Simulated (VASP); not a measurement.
A run of VASP 6.6.1 is set up as follows.

INCAR

```
SYSTEM = W
PREC = Accurate ; ENCUT = 520
EDIFF = 1E-6 ; ISMEAR = 0
SIGMA = 0.15 ; LREAL = .False.
LASPH = .True. ; NELM = 80
ALGO = Normal ; ISIF = 2
LWAVE = .False. ; LCHARG = .False.
GGA = PS ; NBANDS = 13
```

KPOINTS

```
regular mesh
0
Gamma
  20 20 20
  0 0 0
```

File POSCAR:

```
W
1.0
    0.0000000000      2.0300000000      1.9894000000
    2.0300000000      0.0000000000      1.9894000000
    2.0300000000      2.0300000000      0.0000000000
W
1
Direct
    0.0000000000      0.0000000000      0.0000000000
```

Potentials or basis: VASP PAW PBE potentials, release 64 (W_sv).

Launch:

```sh
$ cat potpaw_PBE.64/W_sv/POTCAR > POTCAR
$ mpirun -np 1 vasp_std > vasp.out
```

**Question.** What does it give for the band gap on the k mesh?

**Answer.** Zero (band 7 reaches 13.67 eV, above the bottom of band 8 at 9.78 eV).

**Question.** Estimate the pressure.

**Answer.** -6.8 GPa.

Stress tensor (GPa, compression positive):
```
 -4.46   0.00   0.00
  0.00  -4.46   0.00
  0.00   0.00 -11.57
```

Caveat: the cell differs from its parent crystal (strain -0.0200 x Voigt [0, 0, 1, 0, 0, 0]); the PAW data sets were made with another functional, which shifts forces and pressure a little; spin-orbit coupling is left out, which moves the levels of the heavy elements.
